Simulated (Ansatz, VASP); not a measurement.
Two plane-wave programs on Rb

```
Rb
1.0
    -2.83501    2.83501    2.83501
     2.83501   -2.83501    2.83501
     2.83501    2.83501   -2.83501
Rb
1
Direct
  0.00000 0.00000 0.00000
```

Alike in both runs: functional PBE; k mesh 10 × 10 × 10; occupations gaussian, width 0.1 eV; no spin polarisation.

Ansatz relaxed the structure, and its values are those at the end. VASP's run is a single point on that final structure, the one shown.

|  | VASP | Ansatz |
| --- | --- | --- |
| version | VASP 6.6.1 | Ansatz 0.2.0 |
| potentials or method | VASP PAW PBE potentials, release 64 (Rb_sv), cutoff 520 eV | scalar-relativistic, plane waves, PAW |
| valence electrons in the cell | 9 | 9 |

```tsv
	VASP	Ansatz	Ansatz less VASP
gap on the k mesh at the Fermi level (eV)	none	none	-
pressure (GPa)	0.0	0.0	0.00
```

A gap of «none» marks a metal or a gap that the smearing closes. With one functional, cell and mesh, what is left measures potentials, basis and numerics.
